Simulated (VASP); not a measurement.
Gd, 1 atom in the cell. The typed cell holds 1 atom: a = 3.429 Å, b = 3.566 Å, c = 3.605 Å, α = 110.36°, β = 110.52°, γ = 109.20°.  This cell differs from its parent crystal: the cell strained at random.

| Property | Result |
| --- | --- |
| Program | VASP 6.6.1 |
| Task | single point |
| Functional | PBEsol |
| Potentials or basis | VASP PAW PBE potentials, release 64 (Gd) |
| Cutoff | 520 eV |
| k mesh | 9 × 9 × 9 |
| Occupations | fermi-dirac, width 0.05 eV |
| Spin | collinear spin, ferromagnetic start |
| Starting moments | [7.0] μB |
| Dipole correction | no |
| Further INCAR settings | ALGO = Normal; EDIFF = 1e-07; NBANDS = 19 |

Potentials or basis: VASP PAW PBE potentials, release 64 (Gd).

Command:

```console
$ cat potpaw_PBE.64/Gd/POTCAR > POTCAR
$ mpirun -np 1 vasp_std > vasp.out
```

Hardware: 1 × NVIDIA H100 80GB with 1 thread of Intel(R) Xeon(R) Platinum 8481C CPU @ 2.70GHz (Sapphire Rapids), with other jobs on the host.

**Question.** Estimate the wall time of this run.

**Answer.** Wall time 29 min on 1 × NVIDIA H100 80GB with 1 thread of Intel(R) Xeon(R) Platinum 8481C CPU @ 2.70GHz (Sapphire Rapids), on a shared host, peak memory 1.5 GiB. Counts: scf iterations 27, k points 365.
